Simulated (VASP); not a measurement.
Here is a VASP 6.6.1 calculation.

Contents of INCAR:

```
SYSTEM = Cd
PREC = Accurate
ENCUT = 500
EDIFF = 1E-6
ISMEAR = 1
SIGMA = 0.1
LREAL = .FALSE.
LASPH = .TRUE.
NELM = 120
ALGO = Normal
ISIF = 2
LWAVE = .FALSE.
LCHARG = .FALSE.
GGA = PS
NBANDS = 12
GGA_COMPAT = .FALSE.
```

Contents of KPOINTS:

```
regular mesh
0
G
  16 16 16
  0 0 0
```

The input POSCAR:

```
Cd
1.0
    0.0000000000      2.1889661477      2.1889661477
    2.1889661477      0.0000000000      2.1889661477
    2.1889661477      2.1889661477      0.0000000000
Cd
1
Direct
    0.0000000000      0.0000000000      0.0000000000
```

Potentials or basis: VASP PAW PBE potentials, release 64 (Cd).

Run with:

```console
$ cat potpaw_PBE.64/Cd/POTCAR > POTCAR
$ mpirun -np 1 vasp_std > vasp.out
```

Task: Estimate the pressure.

Result: 0.4 GPa.

Task: Estimate the band gap on the k mesh.

Result: Zero (bands 6 and 7 overlap by 3.35 eV).

Caveat: the PAW data sets were made with another functional, which shifts forces and pressure a little.
